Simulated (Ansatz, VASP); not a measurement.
**One calculation of NbTeS4, two programs**

INCAR

```
  ALGO = Normal
  EDIFF = 1E-6
  EDIFFG = -0.04
  ENCUT = 600
  GGA = PE
  IBRION = 2
  ISIF = 3
  ISMEAR = 0
  LASPH = True
  LCHARG = False
  LREAL = False
  LWAVE = False
  NELM = 100
  NSW = 90
  PREC = Accurate
  SIGMA = 0.1
```

File KPOINTS:

```
k-points
0
Gamma
  4 4 4
```

File POSCAR:

```
NbTeS4
1.0
   -3.3545654700      3.3545654700      2.7722810500
    3.3545654700     -3.3545654700      2.7722810500
    3.3545654700      3.3545654700     -2.7722810500
Nb Te S
1 1 4
Direct
    0.5000000000      0.5000000000      0.0000000000
    0.0000000000      0.0000000000      0.0000000000
    0.9139924900      0.4139924900      0.8279849900
    0.5860075100      0.0860075100      0.1720150100
    0.0860075100      0.9139924900      0.5000000000
    0.4139924900      0.5860075100      0.5000000000
```

Input for Ansatz:

```yaml
crystal:
  lattice:
    - [-3.35456547, 3.35456547, 2.77228105]
    - [3.35456547, -3.35456547, 2.77228105]
    - [3.35456547, 3.35456547, -2.77228105]
  atoms:
    - { symbol: Nb, position: [0.5, 0.5, 0.0] }
    - { symbol: Te, position: [0.0, 0.0, 0.0] }
    - { symbol: S, position: [0.91399249, 0.41399249, 0.82798499] }
    - { symbol: S, position: [0.58600751, 0.08600751, 0.17201501] }
    - { symbol: S, position: [0.08600751, 0.91399249, 0.5] }
    - { symbol: S, position: [0.41399249, 0.58600751, 0.5] }
basis:
  ecutwfc: 420
kpoints:
  mp_grid: { grid: [4, 4, 4] }
hamiltonian:
  xc: pbe
scf:
  occupations: { method: gaussian, width: 0.1 }
  lower_state_search: "off"
output:
  forces: true
  stress: true
  eigenvalues: true
relax:
  adjacent_minimum: "off"
  f_tol: 0.04
  max_steps: 70
  cell: { stress_tol: 0.4 }
```

Change from the starting cell: species swapped into the MnCoSn4 type (I422, No. 97).

Alike in both runs: task relaxation of cell and atoms; functional PBE; k mesh 4 × 4 × 4; occupations gaussian, width 0.1 eV; no spin polarisation.

|  | VASP | Ansatz |
| --- | --- | --- |
| version | VASP 6.6.1 | Ansatz 0.2.0 |
| potentials or method | VASP PAW PBE potentials, release 64 (Nb_sv, Te, S), cutoff 600 eV | scalar-relativistic, plane waves, PAW |
| valence electrons in the cell | 43 | 53 |

Ansatz gave:

```
gap on the k mesh at the Fermi level, each at its own relaxed structure (eV)  : none
relaxed volume (Å³/atom)                                                      : 18.87
relaxed length of the cell vector where the two differ most in proportion (Å) : 5.279
```

Q: Estimate VASP's values.

A: gap on the k mesh at the Fermi level, each at its own relaxed structure (eV): none; relaxed volume (Å³/atom): 18.84; relaxed length of the cell vector where the two differ most in proportion (Å): 5.277.

A gap of «none» marks a metal or a gap that the smearing closes. VASP's potentials hold 43 valence electrons a cell and Ansatz's 53, so a difference there can come from the potentials and not from the codes.

The k mesh is coarse, so the values compare programs but aren't converged. Spin-orbit coupling is off throughout.
